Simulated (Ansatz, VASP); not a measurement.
**Two plane-wave programs on C**

```
CELL_PARAMETERS angstrom
7.89123 0.00000 0.00000
-3.94561 6.83400 0.00000
0.00000 0.00000 2.46677
ATOMIC_POSITIONS crystal
C 0.89468 0.69682 0.75000
C 0.80213 0.69682 0.25000
C 0.19787 0.89468 0.25000
C 0.80213 0.10532 0.75000
C 0.10532 0.80213 0.75000
C 0.69682 0.80213 0.25000
C 0.30318 0.10532 0.25000
C 0.19787 0.30318 0.75000
C 0.10532 0.30318 0.25000
C 0.69682 0.89468 0.75000
C 0.89468 0.19787 0.25000
C 0.30318 0.19787 0.75000
```

Alike in both runs: functional PBE; k mesh 6 × 6 × 14; occupations gaussian, width 0.02 eV; no spin polarisation.

Ansatz relaxed the structure, and its values are those at the end. VASP's run is a single point on that final structure, the one shown.

|  | VASP | Ansatz |
| --- | --- | --- |
| version | VASP 6.6.1 | Ansatz 0.2.0 |
| potentials or method | VASP PAW PBE potentials, release 64 (C), cutoff 520 eV | scalar-relativistic, plane waves, PAW |
| valence electrons in the cell | 48 | 48 |

```tsv
	VASP	Ansatz	Ansatz less VASP
gap on the k mesh at the Fermi level (eV)	0.04	0.04	0.000
least direct gap on the mesh (eV)	0.06	0.06	0.000
pressure (GPa)	0.4	0.0	-0.40
rms of the force components (eV/Å)	0.015	0.000	-0.0145
```
